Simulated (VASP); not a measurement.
A run of VASP 6.6.1:

Contents of INCAR:

```
  PREC = Accurate
  ENCUT = 520
  EDIFF = 1E-6
  ISMEAR = -1
  SIGMA = 0.05
  LREAL = False
  LASPH = True
  NELM = 60
  ALGO = Normal
  ISIF = 2
  LWAVE = False
  LCHARG = False
  GGA = PS
  NBANDS = 11
```

Contents of KPOINTS:

```
Automatic mesh
0
Gamma
  8 8 8
```

POSCAR

```
Ba
1.0
   -2.5230998215      2.5230998215      2.5230998215
    2.5230998215     -2.5230998215      2.5230998215
    2.5230998215      2.5230998215     -2.5230998215
Ba
1
Direct
    0.0000000000      0.0000000000      0.0000000000
```

Potentials or basis: VASP PAW PBE potentials, release 64 (Ba_sv).

Command:

```console
$ cat potpaw_PBE.64/Ba_sv/POTCAR > POTCAR
$ mpirun -np 1 vasp_std > vasp.out
```

Hardware: 1 thread of AMD EPYC 7R43 64-Core Processor (Zen 3), on a shared host.

Estimate the wall time of this run.

Run time: 16 s on 1 thread of AMD EPYC 7R43 64-Core Processor (Zen 3) (shared host), peak memory 0.16 GiB. Counts: scf iterations 10, k points 29.
